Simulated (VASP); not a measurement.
# HfO2 (Fm-3m) in VASP: a series of runs

The runs below take HfO2 through single point, with r2SCAN.

All numbers are computed with VASP 6.6.1; they aren't measurements. Logs are shortened: lines on timing, memory, paths and dates and some standing lists are left out, and cuts for length are marked.

**1. The cell of the first run**

It takes space group Fm-3m (No. 225, cubic). The conventional cell has a = 5.058 Å, b = 5.058 Å, c = 5.058 Å, α = 90.00°, β = 90.00°, γ = 90.00°. Hf (site symmetry m-3m) has 8 O at 2.19 Å within 2.9 Å. O (site symmetry -43m) has 4 Hf at 2.19 Å and 6 O at 2.53 Å within 2.9 Å.

**2. Single point, r2SCAN**

File POSCAR:

```
HfO2
1.0
    5.0583219756      0.0000000000      0.0000000000
    0.0000000000     -5.0583219756      0.0000000000
    0.0000000000      0.0000000000     -5.0583219756
Hf O
4 8
Direct
    0.5000000000      1.0000000000      0.5000000000
    0.0000000000      0.5000000000      0.5000000000
    0.0000000000      1.0000000000      0.0000000000
    0.5000000000      0.5000000000      0.0000000000
    0.2500000000      0.2500000000      0.2500000000
    0.7500000000      0.7500000000      0.2500000000
    0.7500000000      0.2500000000      0.7500000000
    0.2500000000      0.7500000000      0.7500000000
    0.7500000000      0.7500000000      0.7500000000
    0.2500000000      0.2500000000      0.7500000000
    0.2500000000      0.7500000000      0.2500000000
    0.7500000000      0.2500000000      0.2500000000
```

File INCAR.step1:

```
PREC = Accurate ; ENCUT = 520
ISMEAR = 0 ; SIGMA = 0.05
LREAL = False ; LASPH = True
NELM = 80 ; NBANDS = 56
GGA = PE ; ALGO = Normal
EDIFF = 1E-4 ; LWAVE = True
LCHARG = False
```

File INCAR.step2:

```
PREC = Accurate ; ENCUT = 520
EDIFF = 1E-6 ; ISMEAR = 0
SIGMA = 0.05 ; LREAL = False
LASPH = True ; NELM = 80
ALGO = Normal ; ISIF = 2
LWAVE = False ; LCHARG = False
METAGGA = R2SCAN ; LMIXTAU = True
NBANDS = 56 ; ISTART = 1
```

File KPOINTS:

```
Automatic mesh
0
Gamma
  6 6 6
```

Potentials or basis: VASP PAW PBE potentials, release 64 (Hf_pv, O).

The run is started by

```
> cat potpaw_PBE.64/Hf_pv/POTCAR potpaw_PBE.64/O/POTCAR > POTCAR
> cp INCAR.step1 INCAR
> mpirun -np 1 vasp_std > vasp.out
> cp INCAR.step2 INCAR
> mpirun -np 1 vasp_std > vasp.out
```

OUTCAR:

```text
PREC = Accurate
   ENCUT = 520
   EDIFF = 1E-6
   ISMEAR = 0
   LREAL = False
   LASPH = True
   NELM = 80
   ISIF = 2
   METAGGA = R2SCAN
   ISTART = 1

 ion  position               nearest neighbor table
   1  0.500  0.000  0.500-   5 2.19   6 2.19   7 2.19   8 2.19   9 2.19  10 2.19  11 2.19  12 2.19
                             4 3.58   2 3.58   3 3.58   3 3.58   4 3.58   2 3.58   4 3.58   4 3.58
   2  0.000  0.500  0.500-   5 2.19   6 2.19   7 2.19   8 2.19   9 2.19  10 2.19  11 2.19  12 2.19
                             4 3.58   1 3.58   3 3.58   3 3.58   4 3.58   1 3.58   3 3.58   3 3.58
   3  0.000  0.000  0.000-   5 2.19   6 2.19   7 2.19   8 2.19   9 2.19  10 2.19  11 2.19  12 2.19
                             4 3.58   1 3.58   2 3.58   1 3.58   2 3.58   2 3.58   4 3.58   2 3.58
   4  0.500  0.500  0.000-   5 2.19   6 2.19   7 2.19   8 2.19   9 2.19  10 2.19  11 2.19  12 2.19
                             3 3.58   1 3.58   2 3.58   1 3.58   2 3.58   1 3.58   3 3.58   1 3.58
   5  0.250  0.250  0.250-   1 2.19   2 2.19   3 2.19   4 2.19
   6  0.750  0.750  0.250-   1 2.19   2 2.19   3 2.19   4 2.19
   7  0.750  0.250  0.750-   1 2.19   2 2.19   3 2.19   4 2.19
   8  0.250  0.750  0.750-   1 2.19   2 2.19   3 2.19   4 2.19
   9  0.750  0.750  0.750-   1 2.19   2 2.19   3 2.19   4 2.19
  10  0.250  0.250  0.750-   1 2.19   2 2.19   3 2.19   4 2.19
  11  0.250  0.750  0.250-   1 2.19   2 2.19   3 2.19   4 2.19
  12  0.750  0.250  0.250-   1 2.19   2 2.19   3 2.19   4 2.19

  LATTYP: Found a simple cubic cell.
 ALAT       =     5.0583219756

  Lattice vectors:

 A1 = (   5.0583219756,   0.0000000000,   0.0000000000)
 A2 = (   0.0000000000,  -5.0583219756,   0.0000000000)
 A3 = (   0.0000000000,   0.0000000000,  -5.0583219756)

Analysis of symmetry for initial positions (statically):
=====================================================================
 Subroutine PRICEL returns following result:

  LATTYP: Found a face centered cubic cell.
 ALAT       =     5.0583219756

  Lattice vectors:

 A1 = (   2.5291609878,   2.5291609878,   0.0000000000)
 A2 = (   2.5291609878,   0.0000000000,  -2.5291609878)
 A3 = (   0.0000000000,   2.5291609878,  -2.5291609878)

   4 primitive cells build up your supercell.

 Routine SETGRP: Setting up the symmetry group for a
 simple cubic supercell.

 Subroutine GETGRP returns: Found 48 space group operations
 (whereof 48 operations were pure point group operations)
 out of a pool of 48 trial point group operations.

The static configuration has the point symmetry O_h .

Analysis of symmetry for dynamics (positions and initial velocities):
=====================================================================
 Subroutine PRICEL returns following result:

  LATTYP: Found a face centered cubic cell.
 ALAT       =     5.0583219756

  Lattice vectors:

 A1 = (   2.5291609878,   2.5291609878,   0.0000000000)
 A2 = (   2.5291609878,   0.0000000000,  -2.5291609878)
 A3 = (   0.0000000000,   2.5291609878,  -2.5291609878)

   4 primitive cells build up your supercell.

 Routine SETGRP: Setting up the symmetry group for a
 simple cubic supercell.

 Subroutine GETGRP returns: Found 48 space group operations
 (whereof 48 operations were pure point group operations)
 out of a pool of 48 trial point group operations.

The dynamic configuration has the point symmetry O_h .

 Subroutine INISYM returns: Found 48 space group operations
 (whereof 48 operations are pure point group operations),
 and found     4 'primitive' translations

----------------------------------------------------------------------------------------

                                     Primitive cell

  volume of cell :      32.3563

  direct lattice vectors                    reciprocal lattice vectors
     2.529160988  2.529160988  0.000000000     0.197694019  0.197694019  0.197694019
     2.529160988  0.000000000 -2.529160988     0.197694019 -0.197694019 -0.197694019
     0.000000000  2.529160988 -2.529160988    -0.197694019  0.197694019 -0.197694019

  length of vectors
     3.576773770  3.576773770  3.576773770     0.342416085  0.342416085  0.342416085

  position of ions in fractional coordinates (direct lattice)
     1.000000000  1.000000000  0.000000000
     0.750000000  0.750000000  0.750000000
     0.250000000  0.250000000  0.250000000

  ion indices of the primitive-cell ions
   primitive index   ion index
                 1           1
                 2           5
                 3           9

----------------------------------------------------------------------------------------

 KPOINTS: Automatic mesh

Automatic generation of k-mesh.
 Grid dimensions read from file:
 generate k-points for:    6    6    6

 Generating k-lattice:

  Cartesian coordinates                     Fractional coordinates (reciprocal lattice)
     0.032949003  0.000000000  0.000000000     0.166666667  0.000000000  0.000000000
     0.000000000 -0.032949003  0.000000000     0.000000000  0.166666667  0.000000000
     0.000000000  0.000000000 -0.032949003     0.000000000  0.000000000  0.166666667

  Length of vectors
     0.032949003  0.032949003  0.032949003

  Shift w.r.t. Gamma in fractional coordinates (k-lattice)
     0.000000000  0.000000000  0.000000000

 Subroutine IBZKPT returns following result:
 ===========================================

 Found     20 irreducible k-points:

 Following reciprocal coordinates:
            Coordinates               Weight
  0.000000  0.000000  0.000000      1.000000
  0.166667  0.000000  0.000000      6.000000
  0.333333  0.000000  0.000000      6.000000
  0.500000  0.000000  0.000000      3.000000
  0.166667  0.166667  0.000000     12.000000
  0.333333  0.166667  0.000000     24.000000
[... 12 lines left out ...]
  0.500000  0.500000  0.333333      6.000000
  0.500000  0.500000  0.500000      1.000000
   k-points           NKPTS =     20   k-points in BZ     NKDIM =     20   number of bands    NBANDS=     56
   number of dos      NEDOS =    301   number of ions     NIONS =     12
   total plane-waves  NPLWV =  64000
   dimension x,y,z NGX =    40 NGY =   40 NGZ =   40
   dimension x,y,z NGXF=    80 NGYF=   80 NGZF=   80
   ions per type =               4   8
   NGX,Y,Z   is equivalent  to a cutoff of  13.15, 13.15, 13.15 a.u.
   NGXF,Y,Z  is equivalent  to a cutoff of  26.29, 26.29, 26.29 a.u.
 SYSTEM =  unknown system
   PREC   = accura    normal or accurate (medium, high low for compatibility)
   ISTART =      1    job   : 0-new  1-cont  2-samecut
   ICHARG =      0    charge: 1-file 2-atom 10-const
   ISPIN  =      1    spin polarized calculation?
   LNONCOLLINEAR =      F non collinear calculations
   LSORBIT =      F    spin-orbit coupling
   LASPH  =      T    aspherical Exc in radial PAW
   ENCUT  =  520.0 eV  38.22 Ry    6.18 a.u.   9.41  9.41  9.41*2*pi/ulx,y,z
   NELM   =     80;   NELMIN=  2; NELMDL=  0     # of ELM steps
   EDIFF  = 0.1E-05   stopping-criterion for ELM
   LREAL  =      F    real-space projection
   EDIFFG = 0.1E-04   stopping-criterion for IOM
   NSW    =      0    number of steps for IOM
   IBRION =     -1    ionic relax: 0-MD 1-quasi-New 2-CG
   NFREE  =      0    steps in history (QN), initial steepest desc. (CG)
   ISIF   =      2    stress and relaxation
   ISYM   =      2    0-nonsym 1-usesym 2-fastsym
   POTIM  = 0.5000    time-step for ionic-motion
   TEBEG  =    0.0;   TEEND  =   0.0 temperature during run
   PSTRESS=    0.0 pullay stress
   NELECT =      88.0000    total number of electrons
   NUPDOWN=      -1.0000    fix difference up-down
   EMIN   =  10.00;   EMAX   =-10.00  energy-range for DOS
   EFERMI =   0.00;   METHOD = LEGACY
   ISMEAR =     0;   SIGMA  =   0.05  broadening in eV -4-tet -1-fermi 0-gaus
   EFERMI_NEDOS =   21; number of points for ismear=-14 and -15
   IALGO  =     38    algorithm
   IMIX   =      4    mixing-type and parameters
     AMIX     =   0.40;   BMIX     =  1.00
     AMIX_MAG =   1.60;   BMIX_MAG =  1.00
  volume/ion in A,a.u.               =      10.79        72.78
  Fermi-wavevector in a.u.,A,eV,Ry     =   1.439558  2.720371 28.195735  2.072328
  Thomas-Fermi vector in A             =   2.558400
   LORBIT       =      0    0 simple, 1 ext, 2 COOP (PROOUT), +10 PAW based schemes
   METAGGA = R2SCAN    functional components
   LHFCALC =     F    Hartree Fock is set to
   AEXX    =    0.0000 exact exchange contribution
   IVDW    =     0    specifies the selected vdW correction
   LEPSILON=     F    determine dielectric tensor
   LRPA    =     F    only Hartree local field effects (RPA)
 non-spin polarized calculation
 Gauss-broadening in eV      SIGMA  =   0.05
  energy-cutoff  :      520.00
  volume of cell :      129.43
 maximum number of plane-waves:      3523
 NGX is ok and might be reduce to    40

 number of electron      88.0000050 magnetization

 Free energy of the ion-electron system (eV)
  ---------------------------------------------------
  ext. energy  EPLUGINS =         0.00000000
  ---------------------------------------------------
  free energy    TOTEN  =      -274.18907184 eV

  energy without entropy =     -274.18907184  energy(sigma->0) =     -274.18907184

 E-fermi :   4.2810     XC(G=0): -12.6184

 val. band max:        3.9694123672   @ k =   0.0000   0.0000   0.0000
 cond. band min:       8.2843510687   @ k =   0.0000   0.0000   0.0000
 fundamental gap:      4.3149387015
 Fermi energy:         4.2809613697

 k-point     1 :       0.0000    0.0000    0.0000
  band No.  band energies     occupation
      1     -27.1444      2.00000
      2     -27.1444      2.00000
      3     -27.1444      2.00000
      4     -26.7804      2.00000
      5     -26.7804      2.00000
      6     -26.7804      2.00000
[... 48 lines left out ...]
     55      11.2045      0.00000
     56      11.2045      0.00000

 k-point     2 :       0.1667    0.0000    0.0000
  band No.  band energies     occupation
      1     -27.1210      2.00000
      2     -27.1210      2.00000
      3     -27.1148      2.00000
      4     -26.8058      2.00000
      5     -26.8058      2.00000
      6     -26.7810      2.00000
[... 48 lines left out ...]
     55      11.2432      0.00000
     56      11.6624      0.00000

 k-point     3 :       0.3333    0.0000    0.0000
  band No.  band energies     occupation
      1     -27.0564      2.00000
      2     -27.0564      2.00000
      3     -27.0316      2.00000
      4     -26.8745      2.00000
      5     -26.8745      2.00000
      6     -26.7879      2.00000
[... 936 lines left out ...]
 k-point    19 :       0.5000    0.5000    0.3333
  band No.  band energies     occupation
      1     -27.0895      2.00000
      2     -27.0895      2.00000
      3     -27.0895      2.00000
      4     -27.0895      2.00000
      5     -26.7313      2.00000
      6     -26.7313      2.00000
[... 48 lines left out ...]
     55      11.4765      0.00000
     56      11.4765      0.00000

 k-point    20 :       0.5000    0.5000    0.5000
  band No.  band energies     occupation
      1     -27.1122      2.00000
      2     -27.1122      2.00000
      3     -27.1122      2.00000
      4     -27.1122      2.00000
      5     -26.7064      2.00000
      6     -26.7064      2.00000
[... 48 lines left out ...]
     55      11.5260      0.00000
     56      11.5260      0.00000

------------------------ aborting loop because EDIFF is reached ----------------------------------------

  FORCE on cell =-STRESS in cart. coord.  units (eV):
  Direction    XX          YY          ZZ          XY          YZ          ZX
  --------------------------------------------------------------------------------------
  -------------------------------------------------------------------------------------
  Total       -3.2039560     -3.2039560     -3.2039560     -0.0000000     -0.0000000     -0.0000000
  in kB      -39.6622831    -39.6622831    -39.6622831     -0.0000000     -0.0000000     -0.0000000
  external PRESSURE =     -39.6622831 kB  Pullay stress =       0.0000000 kB

 VOLUME and BASIS-vectors are now :
 -----------------------------------------------------------------------------
  energy-cutoff  :      520.00
  volume of cell :      129.43
      direct lattice vectors                 reciprocal lattice vectors
     5.058321976  0.000000000  0.000000000     0.197694019  0.000000000  0.000000000
     0.000000000 -5.058321976  0.000000000     0.000000000 -0.197694019  0.000000000
     0.000000000  0.000000000 -5.058321976     0.000000000  0.000000000 -0.197694019

 POSITION                                       TOTAL-FORCE (eV/Angst)
 -----------------------------------------------------------------------------------
      2.52916      0.00000     -2.52916         0.000000      0.000000     -0.000000
      0.00000     -2.52916     -2.52916         0.000000      0.000000     -0.000000
      0.00000      0.00000      0.00000         0.000000     -0.000000     -0.000000
      2.52916     -2.52916      0.00000         0.000000      0.000000     -0.000000
      1.26458     -1.26458     -1.26458        -0.000000      0.000000      0.000000
      3.79374     -3.79374     -1.26458        -0.000000     -0.000000      0.000000
      3.79374     -1.26458     -3.79374        -0.000000      0.000000      0.000000
      1.26458     -3.79374     -3.79374        -0.000000      0.000000      0.000000
      3.79374     -3.79374     -3.79374         0.000000      0.000000     -0.000000
      1.26458     -1.26458     -3.79374         0.000000     -0.000000     -0.000000
      1.26458     -3.79374     -1.26458         0.000000     -0.000000     -0.000000
      3.79374     -1.26458     -1.26458         0.000000      0.000000     -0.000000
 -----------------------------------------------------------------------------------
    total drift:                                0.000000     -0.000000     -0.000000

  FREE ENERGIE OF THE ION-ELECTRON SYSTEM (eV)
  ---------------------------------------------------
  free  energy   TOTEN  =      -274.1890718396 eV

  energy  without entropy=     -274.1890718396  energy(sigma->0) =     -274.18907184
```

Wall time 6.5 min (1 thread of AMD EPYC 9R45 (Zen 5), shared host); peak memory 0.28 GiB.

Results:

```
Free energy            : -274.1891 eV
Pressure               : -4.0 GPa
Band gap on the k mesh : 4.32 eV
```

Caveat: the PAW data sets were made with another functional, which shifts forces and pressure a little; spin-orbit coupling is left out, which moves the levels of the heavy elements. A k mesh can miss the band edges.

**3. Single point, r2SCAN**

This run uses another cell than the first one: it holds 6 atoms, not 12.

File POSCAR:

```
HfO2
1.0
    0.0000000000     -2.5291609878     -2.5291609878
   -2.5291609878      0.0000000000     -2.5291609878
    2.5291609878      2.5291609878     -5.0583219756
Hf O
2 4
Direct
    0.5000000000      0.5000000000      0.5000000000
    0.0000000000      0.0000000000      0.0000000000
    0.1250000000      0.1250000000      0.6250000000
    0.6250000000      0.6250000000      0.1250000000
    0.3750000000      0.3750000000      0.8750000000
    0.8750000000      0.8750000000      0.3750000000
```

File INCAR.step1:

```
SYSTEM = HfO2
  PREC = Accurate
  ENCUT = 520
  ISMEAR = 0
  SIGMA = 0.05
  LREAL = .FALSE.
  LASPH = .TRUE.
  NELM = 60
  NBANDS = 31
  ISYM = 0
  GGA = PE
  ALGO = Normal
  EDIFF = 1E-4
  LWAVE = .TRUE.
  LCHARG = .FALSE.
```

File INCAR.step2:

```
SYSTEM = HfO2
  PREC = Accurate
  ENCUT = 520
  EDIFF = 1E-6
  ISMEAR = 0
  SIGMA = 0.05
  LREAL = .FALSE.
  LASPH = .TRUE.
  NELM = 60
  ALGO = Normal
  ISIF = 2
  LWAVE = .FALSE.
  LCHARG = .FALSE.
  METAGGA = R2SCAN
  LMIXTAU = .TRUE.
  NBANDS = 31
  ISYM = 0
  ISTART = 1
```

File KPOINTS:

```
regular mesh
0
G
  6 6 8
  0 0 0
```

Potentials or basis: VASP PAW PBE potentials, release 64 (Hf_pv, O).

The run is started by

```
> cat potpaw_PBE.64/Hf_pv/POTCAR potpaw_PBE.64/O/POTCAR > POTCAR
> cp INCAR.step1 INCAR
> mpirun -np 1 vasp_std > vasp.out
> cp INCAR.step2 INCAR
> mpirun -np 1 vasp_std > vasp.out
```

It took 12 min on 1 thread of AMD EPYC 9R45 (Zen 5), shared host; peak memory 0.34 GiB.

It converged, with:

```yaml
Free_energy: -137.0949 eV
Pressure: -4.0 GPa
Band_gap_on_the_k_mesh: 4.31 eV
```

Levels at points of the mesh, in eV from the valence-band top:
| k point | band 20 | band 21 | band 22 | band 23 | band 24 | band 25 |
| --- | --- | --- | --- | --- | --- | --- |
| (0.00, 0.00, 0.00) | -0.64 | -0.64 | -0.64 | 4.42 | 4.42 | 5.12 |
| (0.50, 0.00, 0.00) | -1.38 | -1.23 | -1.23 | 5.01 | 5.01 | 5.62 |
| (0.00, 0.50, 0.00) | -1.38 | -1.23 | -1.23 | 5.01 | 5.01 | 5.62 |
| (0.50, 0.50, 0.00) | -1.57 | -1.57 | 0.00 | 4.31 | 5.12 | 5.12 |
| (0.00, 0.00, 0.50) | -1.44 | -1.44 | -1.44 | 5.12 | 5.12 | 5.12 |
| (0.50, 0.00, 0.50) | -1.57 | -1.57 | 0.00 | 4.31 | 5.12 | 5.12 |
| (0.00, 0.50, 0.50) | -1.57 | -1.57 | 0.00 | 4.31 | 5.12 | 5.12 |
| (0.50, 0.50, 0.50) | -1.38 | -1.23 | -1.23 | 5.01 | 5.01 | 5.62 |

Caveat: the PAW data sets were made with another functional, which shifts forces and pressure a little; spin-orbit coupling is left out, which moves the levels of the heavy elements. r2SCAN opens gaps a little over a GGA but as a rule still falls short of measured ones.
